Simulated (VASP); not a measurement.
# SiNi3 (P4/mmm) in VASP: single point with PBE

Aim: the single point of SiNi3 with PBE.

Program: VASP 6.6.1. These are calculated values, not measurements. Logs are shortened: lines on timing, memory, paths and dates and some standing lists are left out, and cuts for length are marked.

## (1) The cell of the first run

Symmetry: P4/mmm, No. 123, tetragonal system. The conventional cell has a = 3.615 Å, b = 3.615 Å, c = 3.400 Å, α = 90.00°, β = 90.00°, γ = 90.00°. Si (site symmetry 4/mmm) has 12 Ni at 2.48 to 2.56 Å within 3.3 Å. Within 3.3 Å of Ni (site symmetry mmm) lie 4 Si at 2.48 Å and 8 Ni at 2.48 to 2.56 Å. Within 3.3 Å of Ni (site symmetry 4/mmm) lie 8 Ni at 2.48 Å and 4 Si at 2.56 Å.

## (2) Single point, PBE, collinear spin, ferromagnetic start (stretched by -4 % along [0.0, 0.0, 1.0] at fixed volume)

Contents of INCAR:

```
ALGO = Normal
EDIFF = 1E-6
ENCUT = 520
GGA = PE
ISIF = 2
ISMEAR = -1
ISPIN = 2
LASPH = T
LCHARG = F
LMAXMIX = 4
LORBIT = 11
LREAL = F
LWAVE = F
MAGMOM = 0 1.5 1.5 1.5
NBANDS = 29
NELM = 150
PREC = Accurate
SIGMA = 0.05
```

Contents of KPOINTS:

```
k-points
0
Gamma
  6 6 7
```

Contents of POSCAR:

```
SiNi3
1.0
    3.6150386122      0.0000000000      0.0000000000
    0.0000000000      3.6150386122      0.0000000000
    0.0000000000      0.0000000000      3.4003200000
Si Ni
1 3
Direct
    0.0000000000      0.0000000000      0.0000000000
    0.0000000000      0.5000000000      0.5000000000
    0.5000000000      0.0000000000      0.5000000000
    0.5000000000      0.5000000000      0.0000000000
```

Potentials or basis: VASP PAW PBE potentials, release 64 (Si, Ni).

On the command line:

```console
$ cat potpaw_PBE.64/Si/POTCAR potpaw_PBE.64/Ni/POTCAR > POTCAR
$ mpirun -np 1 vasp_std > vasp.out
```

OUTCAR:

```text
EDIFF = 1E-6
   ENCUT = 520
   GGA = PE
   ISIF = 2
   ISMEAR = -1
   ISPIN = 2
   LASPH = T
   LORBIT = 11
   LREAL = F
   NELM = 150
   PREC = Accurate

 ion  position               nearest neighbor table
   1  0.000  0.000  0.000-   2 2.48   3 2.48   2 2.48   3 2.48   2 2.48   2 2.48   3 2.48   3 2.48
                             4 2.56   4 2.56   4 2.56   4 2.56
   2  0.000  0.500  0.500-   1 2.48   4 2.48   1 2.48   4 2.48   1 2.48   1 2.48   4 2.48   4 2.48
                             3 2.56   3 2.56   3 2.56   3 2.56
   3  0.500  0.000  0.500-   1 2.48   4 2.48   1 2.48   4 2.48   4 2.48   4 2.48   1 2.48   1 2.48
                             2 2.56   2 2.56   2 2.56   2 2.56
   4  0.500  0.500  0.000-   2 2.48   3 2.48   2 2.48   3 2.48   3 2.48   3 2.48   2 2.48   2 2.48
                             1 2.56   1 2.56   1 2.56   1 2.56

  LATTYP: Found a simple tetragonal cell.
 ALAT       =     3.6150386122
 C/A-ratio  =     0.9406040612

  Lattice vectors:

 A1 = (   3.6150386122,   0.0000000000,   0.0000000000)
 A2 = (   0.0000000000,   3.6150386122,   0.0000000000)
 A3 = (   0.0000000000,   0.0000000000,   3.4003200000)

Analysis of symmetry for initial positions (statically):
=====================================================================
 Subroutine PRICEL returns:
 Original cell was already a primitive cell.

 Routine SETGRP: Setting up the symmetry group for a
 simple tetragonal supercell.

 Subroutine GETGRP returns: Found 16 space group operations
 (whereof 16 operations were pure point group operations)
 out of a pool of 16 trial point group operations.

The static configuration has the point symmetry D_4h.

Analysis of symmetry for dynamics (positions and initial velocities):
=====================================================================
 Subroutine PRICEL returns:
 Original cell was already a primitive cell.

 Routine SETGRP: Setting up the symmetry group for a
 simple tetragonal supercell.

 Subroutine GETGRP returns: Found 16 space group operations
 (whereof 16 operations were pure point group operations)
 out of a pool of 16 trial point group operations.

The dynamic configuration has the point symmetry D_4h.

Analysis of structural, dynamic, and magnetic symmetry:
=====================================================================
 Subroutine PRICEL returns:
 Original cell was already a primitive cell.

 Routine SETGRP: Setting up the symmetry group for a
 simple tetragonal supercell.

 Subroutine GETGRP returns: Found 16 space group operations
 (whereof 16 operations were pure point group operations)
 out of a pool of 16 trial point group operations.

The overall configuration has the point symmetry D_4h.

 Subroutine INISYM returns: Found 16 space group operations
 (whereof 16 operations are pure point group operations),
 and found     1 'primitive' translations

----------------------------------------------------------------------------------------

                                     Primitive cell

  volume of cell :      44.4371

  direct lattice vectors                    reciprocal lattice vectors
     3.615038612  0.000000000  0.000000000     0.276622218  0.000000000  0.000000000
     0.000000000  3.615038612  0.000000000     0.000000000  0.276622218  0.000000000
     0.000000000  0.000000000  3.400320000     0.000000000  0.000000000  0.294089968

  length of vectors
     3.615038612  3.615038612  3.400320000     0.276622218  0.276622218  0.294089968

  position of ions in fractional coordinates (direct lattice)
     0.000000000  0.000000000  0.000000000
     0.000000000  0.500000000  0.500000000
     0.500000000  0.000000000  0.500000000
     0.500000000  0.500000000  0.000000000

  ion indices of the primitive-cell ions
   primitive index   ion index
                 1           1
                 2           2
                 3           3
                 4           4

----------------------------------------------------------------------------------------

 KPOINTS: k-points

Automatic generation of k-mesh.
 Grid dimensions read from file:
 generate k-points for:    6    6    7

 Generating k-lattice:

  Cartesian coordinates                     Fractional coordinates (reciprocal lattice)
     0.046103703  0.000000000  0.000000000     0.166666667  0.000000000  0.000000000
     0.000000000  0.046103703  0.000000000     0.000000000  0.166666667  0.000000000
     0.000000000  0.000000000  0.042012853     0.000000000  0.000000000  0.142857143

  Length of vectors
     0.046103703  0.046103703  0.042012853

  Shift w.r.t. Gamma in fractional coordinates (k-lattice)
     0.000000000  0.000000000  0.000000000

 Subroutine IBZKPT returns following result:
 ===========================================

 Found     40 irreducible k-points:

 Following reciprocal coordinates:
            Coordinates               Weight
  0.000000  0.000000  0.000000      1.000000
  0.166667  0.000000  0.000000      4.000000
  0.333333  0.000000  0.000000      4.000000
  0.500000  0.000000  0.000000      2.000000
  0.166667  0.166667  0.000000      4.000000
  0.333333  0.166667  0.000000      8.000000
[... 16 lines left out ...]
  0.333333  0.000000  0.285714      8.000000
  0.500000  0.000000  0.285714      4.000000
 [... further k-points ...]
   k-points           NKPTS =     40   k-points in BZ     NKDIM =     40   number of bands    NBANDS=     29
   number of dos      NEDOS =    301   number of ions     NIONS =      4
   total plane-waves  NPLWV =  21952
   dimension x,y,z NGX =    28 NGY =   28 NGZ =   28
   dimension x,y,z NGXF=    56 NGYF=   56 NGZF=   56
   ions per type =               1   3
   NGX,Y,Z   is equivalent  to a cutoff of  12.88, 12.88, 13.69 a.u.
   NGXF,Y,Z  is equivalent  to a cutoff of  25.75, 25.75, 27.38 a.u.
 SYSTEM =  unknown system
   PREC   = accura    normal or accurate (medium, high low for compatibility)
   ISTART =      0    job   : 0-new  1-cont  2-samecut
   ICHARG =      2    charge: 1-file 2-atom 10-const
   ISPIN  =      2    spin polarized calculation?
   LNONCOLLINEAR =      F non collinear calculations
   LSORBIT =      F    spin-orbit coupling
   LASPH  =      T    aspherical Exc in radial PAW
   ENCUT  =  520.0 eV  38.22 Ry    6.18 a.u.   6.72  6.72  6.32*2*pi/ulx,y,z
   NELM   =    150;   NELMIN=  2; NELMDL= -5     # of ELM steps
   EDIFF  = 0.1E-05   stopping-criterion for ELM
   LREAL  =      F    real-space projection
   EDIFFG = 0.1E-04   stopping-criterion for IOM
   NSW    =      0    number of steps for IOM
   IBRION =     -1    ionic relax: 0-MD 1-quasi-New 2-CG
   NFREE  =      0    steps in history (QN), initial steepest desc. (CG)
   ISIF   =      2    stress and relaxation
   ISYM   =      2    0-nonsym 1-usesym 2-fastsym
   POTIM  = 0.5000    time-step for ionic-motion
   TEBEG  =    0.0;   TEEND  =   0.0 temperature during run
   PSTRESS=    0.0 pullay stress
   NELECT =      34.0000    total number of electrons
   NUPDOWN=      -1.0000    fix difference up-down
   EMIN   =  10.00;   EMAX   =-10.00  energy-range for DOS
   EFERMI =   0.00;   METHOD = LEGACY
   ISMEAR =    -1;   SIGMA  =   0.05  broadening in eV -4-tet -1-fermi 0-gaus
   EFERMI_NEDOS =   21; number of points for ismear=-14 and -15
   IALGO  =     38    algorithm
   IMIX   =      4    mixing-type and parameters
     AMIX     =   0.40;   BMIX     =  1.00
     AMIX_MAG =   1.60;   BMIX_MAG =  1.00
  volume/ion in A,a.u.               =      11.11        74.97
  Fermi-wavevector in a.u.,A,eV,Ry     =   1.497336  2.829555 30.504465  2.242015
  Thomas-Fermi vector in A             =   2.609237
   LORBIT       =     11    0 simple, 1 ext, 2 COOP (PROOUT), +10 PAW based schemes
   GGA     = PE    functional components
   LHFCALC =     F    Hartree Fock is set to
   AEXX    =    0.0000 exact exchange contribution
   IVDW    =     0    specifies the selected vdW correction
   LEPSILON=     F    determine dielectric tensor
   LRPA    =     F    only Hartree local field effects (RPA)
 spin polarized calculation
  energy-cutoff  :      520.00
  volume of cell :       44.44
 maximum number of plane-waves:      1208
 NGX is ok and might be reduce to    28
   NGX = 13   NGY = 13   NGZ = 13

 number of electron      34.0000050 magnetization      -0.0068578

 number of electron      34.0000050 magnetization       0.0000438

 Free energy of the ion-electron system (eV)
  ---------------------------------------------------
  ext. energy  EPLUGINS =         0.00000000
  ---------------------------------------------------
  free energy    TOTEN  =       -23.61790873 eV

  energy without entropy =      -23.60398419  energy(sigma->0) =      -23.61094646

 E-fermi :  10.2327     XC(G=0): -12.9302

 val. band max:       10.2007592981   @ k =   0.5000   0.3333   0.4286
 cond. band min:      10.2343246100   @ k =   0.5000   0.5000   0.2857
 fundamental gap:      0.0335653119
 Fermi energy:        10.2326903766

 spin component 1

 k-point     1 :       0.0000    0.0000    0.0000
  band No.  band energies     occupation
      1      -1.4887      1.00000
      2       5.5154      1.00000
      3       6.3036      1.00000
      4       6.3739      1.00000
      5       6.7856      1.00000
      6       6.8799      1.00000
[... 757 lines left out ...]
     28      23.1553      0.00000
     29      25.8998      0.00000

 [... further k-points ...]

 spin component 2

 k-point     1 :       0.0000    0.0000    0.0000
  band No.  band energies     occupation
      1      -1.4887      1.00000
      2       5.5154      1.00000
      3       6.3036      1.00000
      4       6.3739      1.00000
      5       6.7856      1.00000
      6       6.8799      1.00000
[... 757 lines left out ...]
     28      23.1553      0.00000
     29      25.8937      0.00000

 [... further k-points ...]

------------------------ aborting loop because EDIFF is reached ----------------------------------------

  FORCE on cell =-STRESS in cart. coord.  units (eV):
  Direction    XX          YY          ZZ          XY          YZ          ZX
  --------------------------------------------------------------------------------------
  -------------------------------------------------------------------------------------
  Total       -2.2727911     -2.2727911     -0.1812077      0.0000000     -0.0000000      0.0000000
  in kB      -81.9453712    -81.9453712     -6.5334362      0.0000000     -0.0000000      0.0000000
  external PRESSURE =     -56.8080595 kB  Pullay stress =       0.0000000 kB

 VOLUME and BASIS-vectors are now :
 -----------------------------------------------------------------------------
  energy-cutoff  :      520.00
  volume of cell :       44.44
      direct lattice vectors                 reciprocal lattice vectors
     3.615038612  0.000000000  0.000000000     0.276622218  0.000000000  0.000000000
     0.000000000  3.615038612  0.000000000     0.000000000  0.276622218  0.000000000
     0.000000000  0.000000000  3.400320000     0.000000000  0.000000000  0.294089968

 POSITION                                       TOTAL-FORCE (eV/Angst)
 -----------------------------------------------------------------------------------
      0.00000      0.00000      0.00000         0.000000      0.000000      0.000000
      0.00000      1.80752      1.70016         0.000000      0.000000      0.000000
      1.80752      0.00000      1.70016         0.000000      0.000000      0.000000
      1.80752      1.80752      0.00000         0.000000      0.000000      0.000000
 -----------------------------------------------------------------------------------
    total drift:                                0.000000      0.000000      0.000000

  FREE ENERGIE OF THE ION-ELECTRON SYSTEM (eV)
  ---------------------------------------------------
  free  energy   TOTEN  =       -23.6179087256 eV

  energy  without entropy=      -23.6039841897  energy(sigma->0) =      -23.61094646

 total charge

# of ion       s       p       d       tot
------------------------------------------
    1        0.731   0.804   0.000   1.535
    2        0.473   0.541   8.399   9.413
    3        0.473   0.541   8.399   9.413
    4        0.467   0.531   8.392   9.390
--------------------------------------------------
tot          2.144   2.416  25.190  29.750

 magnetization (x)

# of ion       s       p       d       tot
------------------------------------------
    1       -0.000  -0.000   0.000  -0.000
    2       -0.000  -0.000   0.000   0.000
    3       -0.000  -0.000   0.000   0.000
    4        0.000   0.000   0.000   0.000
--------------------------------------------------
tot         -0.000  -0.000   0.000   0.000
```

Run time: 68 s. Hardware: 1 thread of AMD EPYC 9R45 (Zen 5), shared host; peak memory 0.19 GiB.

What came out:

| Quantity | Value |
| --- | --- |
| Free energy | -23.6179 eV |
| Pressure | -5.7 GPa |
| Band gap on the k mesh | zero (filled and empty bands overlap) |
| Net moment | 0.00 μB per cell |
| Valence electrons inside the program's atomic spheres | Si 1.53; Ni 9.41, 9.39 |

Stress tensor (GPa, compression positive):
```
-8.19  0.00  0.00
 0.00 -8.19  0.00
 0.00  0.00 -0.65
```

Caveat: the starting moments collapsed, and a magnetic state may lie lower.
